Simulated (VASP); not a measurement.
# Ga (Cmce) in VASP: a series of runs, part 2 of 2

VASP 6.6.1. Earlier steps stand in the parts before.

### Step 5. Single point, r2SCAN

POSCAR

```
Ga
1.0
    2.2318501700     -3.7932285796      0.0000000000
    2.2318501700      3.7932285796      0.0000000000
    0.0000000000      0.0000000000      4.5346411306
Ga
4
Direct
    0.8442341977      0.1557658023      0.0855794111
    0.6557658023      0.3442341977      0.5855794111
    0.1557658023      0.8442341977      0.9144205889
    0.3442341977      0.6557658023      0.4144205889
```

INCAR.step1

```
PREC = Accurate
ENCUT = 520
ISMEAR = 1
SIGMA = 0.1
LREAL = F
LASPH = T
NELM = 80
NBANDS = 34
GGA = PE
ALGO = Normal
EDIFF = 1E-4
LWAVE = T
LCHARG = F
```

INCAR.step2

```
PREC = Accurate
ENCUT = 520
EDIFF = 1E-7
ISMEAR = 1
SIGMA = 0.1
LREAL = F
LASPH = T
NELM = 80
ALGO = Normal
ISIF = 2
LWAVE = F
LCHARG = F
METAGGA = R2SCAN
LMIXTAU = T
NBANDS = 34
ISTART = 1
```

KPOINTS

```
Automatic mesh
0
Gamma
  8 8 7
```

On the command line:

```
$ cat potpaw_PBE.64/Ga_d/POTCAR > POTCAR
$ cp INCAR.step1 INCAR
$ mpirun -np 1 vasp_std > vasp.out
$ cp INCAR.step2 INCAR
$ mpirun -np 1 vasp_std > vasp.out
```

Run time: 25 min. Hardware: 1 thread of Oxide Virtual Turin-like, shared host; peak memory 0.28 GiB.

The run converged. Its results:

```
Free energy            : -45.7613 eV
Pressure               : 0.1 GPa
Largest force          : 0.012 eV/Å
Band gap on the k mesh : zero (bands 26 and 27 overlap by 1.05 eV)
```

Forces on the atoms (eV/Å):
```
Ga   0.000 -0.006  0.010
Ga   0.000  0.006  0.010
Ga   0.000  0.006 -0.010
Ga   0.000 -0.006 -0.010
```

Stress tensor (GPa, compression positive):
```
0.04 0.00 0.00
0.00 0.06 0.00
0.00 0.00 0.13
```

Levels at points of the mesh, in eV from the Fermi level:
| k point | band 24 | band 25 | band 26 | band 27 | band 28 | band 29 |
| --- | --- | --- | --- | --- | --- | --- |
| (0.00, 0.00, 0.00) | -1.88 | -1.51 | -0.82 | 0.99 | 1.17 | 1.28 |
| (0.50, 0.00, 0.00) | -3.58 | -1.63 | -1.63 | 0.86 | 0.86 | 4.43 |
| (0.50, 0.50, 0.00) | -3.51 | -1.89 | -1.75 | 1.13 | 1.23 | 3.72 |

Caveat: the PAW data sets were made with another functional, which shifts forces and pressure a little.

### Step 6. Single point, r2SCAN

POSCAR is that of step 5.

INCAR.step1

```
SYSTEM = Ga
ALGO = Normal ; EDIFF = 1E-4
ENCUT = 520 ; GGA = PE
ISMEAR = 1 ; LASPH = .TRUE.
LCHARG = .FALSE. ; LREAL = .FALSE.
LWAVE = .TRUE. ; NBANDS = 34
NELM = 60 ; PREC = Accurate
SIGMA = 0.2
```

INCAR.step2

```
SYSTEM = Ga
ALGO = Normal ; EDIFF = 1E-6
ENCUT = 520 ; ISIF = 2
ISMEAR = 1 ; ISTART = 1
LASPH = .TRUE. ; LCHARG = .FALSE.
LMIXTAU = .TRUE. ; LREAL = .FALSE.
LWAVE = .FALSE. ; METAGGA = R2SCAN
NBANDS = 34 ; NELM = 60
PREC = Accurate ; SIGMA = 0.2
```

KPOINTS

```
k-points
0
G
  8 8 7
  0 0 0
```

Potentials or basis: VASP PAW PBE potentials, release 64 (Ga_d).

On the command line:

```
$ cat potpaw_PBE.64/Ga_d/POTCAR > POTCAR
$ cp INCAR.step1 INCAR
$ mpirun -np 1 vasp_std > vasp.out
$ cp INCAR.step2 INCAR
$ mpirun -np 1 vasp_std > vasp.out
```

OUTCAR:

```text
SYSTEM = Ga
   EDIFF = 1E-6
   ENCUT = 520
   ISIF = 2
   ISMEAR = 1
   ISTART = 1
   LASPH = .TRUE.
   LREAL = .FALSE.
   METAGGA = R2SCAN
   NELM = 60
   PREC = Accurate

 ion  position               nearest neighbor table
   1  0.844  0.156  0.086-   3 2.49   2 2.68   2 2.68   4 2.68   4 2.68   3 2.76   3 2.76
   2  0.656  0.344  0.586-   4 2.49   1 2.68   1 2.68   3 2.68   3 2.68   4 2.76   4 2.76
   3  0.156  0.844  0.914-   1 2.49   4 2.68   4 2.68   2 2.68   2 2.68   1 2.76   1 2.76
   4  0.344  0.656  0.414-   2 2.49   3 2.68   3 2.68   1 2.68   1 2.68   2 2.76   2 2.76

  LATTYP: Found a base centered orthorhombic cell.
 ALAT       =     4.4637003400
 B/A-ratio  =     1.6995892603
 C/A-ratio  =     1.0158928210

  Lattice vectors:

 A1 = (   2.2318501700,  -3.7932285796,   0.0000000000)
 A2 = (   2.2318501700,   3.7932285796,   0.0000000000)
 A3 = (   0.0000000000,   0.0000000000,   4.5346411306)

Analysis of symmetry for initial positions (statically):
=====================================================================
 Subroutine PRICEL returns:
[... 172 lines left out ...]
  ext. energy  EPLUGINS =         0.00000000
  ---------------------------------------------------
  free energy    TOTEN  =       -45.76222049 eV

  energy without entropy =      -45.76116665  energy(sigma->0) =      -45.76186921

 E-fermi :   5.1004     XC(G=0): -11.7663

 val. band max:        5.0802782266   @ k =   0.0000   0.0000   0.4286
 cond. band min:       5.1069639412   @ k =   0.1250   0.0000   0.2857
 fundamental gap:      0.0266857146
 Fermi energy:         5.1004056658

 k-point     1 :       0.0000    0.0000    0.0000
  band No.  band energies     occupation
      1     -10.6165      2.00000
      2     -10.6034      2.00000
      3     -10.5653      2.00000
      4     -10.5541      2.00000
      5     -10.5377      2.00000
      6     -10.5110      2.00000
[... 877 lines left out ...]
     33      11.3873      0.00000
     34      13.7723      0.00000

 [... further k-points ...]
[... 5 lines left out ...]
  --------------------------------------------------------------------------------------
  -------------------------------------------------------------------------------------
  Total        0.0282441      0.0741715      0.0811233      0.0000000     -0.0000000      0.0000000
  in kB        0.5893744      1.5477499      1.6928149      0.0000000     -0.0000000      0.0000000
  external PRESSURE =       1.2766464 kB  Pullay stress =       0.0000000 kB

 VOLUME and BASIS-vectors are now :
 -----------------------------------------------------------------------------
  energy-cutoff  :      520.00
  volume of cell :       76.78
      direct lattice vectors                 reciprocal lattice vectors
     2.231850170 -3.793228580  0.000000000     0.224029376 -0.131813833  0.000000000
     2.231850170  3.793228580  0.000000000     0.224029376  0.131813833  0.000000000
     0.000000000  0.000000000  4.534641131     0.000000000  0.000000000  0.220524617

 POSITION                                       TOTAL-FORCE (eV/Angst)
 -----------------------------------------------------------------------------------
      2.23185     -2.61152      0.38807         0.000000     -0.007604      0.008335
      2.23185     -1.18171      2.65539         0.000000      0.007604      0.008335
      2.23185      2.61152      4.14657         0.000000      0.007604     -0.008335
      2.23185      1.18171      1.87925         0.000000     -0.007604     -0.008335
 -----------------------------------------------------------------------------------
    total drift:                               -0.000000     -0.000000      0.000000

  FREE ENERGIE OF THE ION-ELECTRON SYSTEM (eV)
  ---------------------------------------------------
  free  energy   TOTEN  =       -45.7622204859 eV

  energy  without entropy=      -45.7611666474  energy(sigma->0) =      -45.76186921
```

OSZICAR.step1:

```text
N       E                     dE             d eps       ncg     rms          rms(c)
DAV:   1     0.359471816516E+03    0.35947E+03   -0.25361E+04  5920   0.290E+03
DAV:   2     0.327888319473E+02   -0.32668E+03   -0.31838E+03  5856   0.538E+02
DAV:   3    -0.102836855266E+02   -0.43073E+02   -0.42586E+02  6500   0.152E+02
DAV:   4    -0.116430594960E+02   -0.13594E+01   -0.13538E+01  6580   0.301E+01
DAV:   5    -0.116716660963E+02   -0.28607E-01   -0.28597E-01  7408   0.451E+00    0.255E+00
DAV:   6    -0.115913341749E+02    0.80332E-01   -0.20245E-01  7276   0.617E+00    0.140E+00
DAV:   7    -0.115760388345E+02    0.15295E-01   -0.57331E-02  8480   0.262E+00    0.316E-01
DAV:   8    -0.115748820768E+02    0.11568E-02   -0.13370E-02  6192   0.126E+00    0.465E-02
DAV:   9    -0.115750477778E+02   -0.16570E-03   -0.10677E-03  6340   0.334E-01    0.261E-02
DAV:  10    -0.115750543165E+02   -0.65387E-05   -0.17809E-04  4268   0.151E-01
   1 F= -.11575054E+02 E0= -.11574957E+02  d E =-.292032E-03
```

It took 17 min on 1 thread of Oxide Virtual Turin-like, shared host; peak memory 0.28 GiB.

Results:

```
Free energy            : -45.7622 eV
Pressure               : 0.1 GPa
Largest force          : 0.011 eV/Å
Band gap on the k mesh : zero (bands 26 and 27 overlap by 1.05 eV)
```

Forces on the atoms (eV/Å):
```
Ga   0.000 -0.008  0.008
Ga   0.000  0.008  0.008
Ga   0.000  0.008 -0.008
Ga   0.000 -0.008 -0.008
```

Stress tensor (GPa, compression positive):
```
0.06 0.00 0.00
0.00 0.15 0.00
0.00 0.00 0.17
```

Levels at points of the mesh, in eV from the Fermi level:
```csv
k point,band 22,band 23,band 24,band 25,band 26,band 27,band 28,band 29,band 30,band 31
"(0.00, 0.00, 0.00)",-4.50,-4.09,-1.89,-1.53,-0.83,0.98,1.16,1.27,5.55,5.67
"(0.50, 0.00, 0.00)",-9.08,-3.59,-3.59,-1.64,-1.64,0.84,0.84,4.42,4.42,5.66
"(0.50, 0.50, 0.00)",-7.65,-4.19,-3.52,-1.90,-1.77,1.12,1.22,3.71,3.97,4.37
```

Caveat: the PAW data sets were made with another functional, which shifts forces and pressure a little.

### Step 7. The runs side by side

```tsv
smearing	gap on the mesh (eV)	pressure (GPa)	largest force (eV/Å)
fermi-dirac 0.3 eV	none	0.6	0.03
fermi-dirac 0.6 eV	none	2.1	0.07
methfessel-paxton 0.03 eV	none	0.1	0.01
methfessel-paxton 0.1 eV	none	0.1	0.01
methfessel-paxton 0.2 eV	none	0.1	0.01
```

Alike in all rows: task single point; level r2SCAN; potentials or basis VASP PAW PBE potentials, release 64 (Ga_d); no spin polarisation; cell as given; k mesh 8 × 8 × 7; cutoff (eV) 520.

Caveats: the PAW data sets were made with another functional, which shifts forces and pressure a little; so wide a smearing shifts energies and pressures (at least some runs).

Total energies depend on the potentials used, so only differences within one code and one set of settings carry meaning.

The gap in the log of VASP goes by the Fermi energy; the results here count the filled bands.